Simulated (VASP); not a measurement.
A run of VASP 6.6.1 is set up as follows.

Contents of INCAR:

```
SYSTEM = BaMg2N2
ALGO = Normal ; EDIFF = 1E-7
EDIFFG = -0.04 ; ENCUT = 840
GGA = PE ; GGA_COMPAT = .False.
IBRION = 2 ; ISIF = 3
ISMEAR = 0 ; LASPH = .True.
LCHARG = .False. ; LREAL = .False.
LWAVE = .False. ; NELM = 120
NELMIN = 4 ; NSW = 90
PREC = Accurate ; SIGMA = 0.1
```

The input KPOINTS:

```
k-points
0
Gamma
  6 6 2
  0 0 0
```

The input POSCAR:

```
BaMg2N2
1.0
    4.0785328800      0.0000000000      0.0000000000
   -2.0392664400      3.5321130900      0.0000000000
    0.0000000000      0.0000000000      7.6047730500
Ba Mg N
1 2 2
Direct
    0.0000000000      0.0000000000      0.0000000000
    0.3333333300      0.6666666700      0.5000000000
    0.6666666700      0.3333333300      0.5000000000
    0.0000000000      0.0000000000      0.2816899800
    0.0000000000      0.0000000000      0.7183100200
```

Potentials or basis: VASP PAW PBE potentials, release 64 (Ba_sv, Mg_sv, N).

The run is started by

```sh
$ cat potpaw_PBE.64/Ba_sv/POTCAR potpaw_PBE.64/Mg_sv/POTCAR potpaw_PBE.64/N/POTCAR > POTCAR
$ mpirun -np 1 vasp_std > vasp.out
```

(1) Predict the space group after relaxing (to 0.1 Å).

(2) Estimate the relaxed cell.

Answers

(1) P6/mmm (No. 191).

(2) a = 5.312 Å, b = 5.312 Å, c = 6.412 Å, α = 90.00°, β = 90.00°, γ = 120.00°.
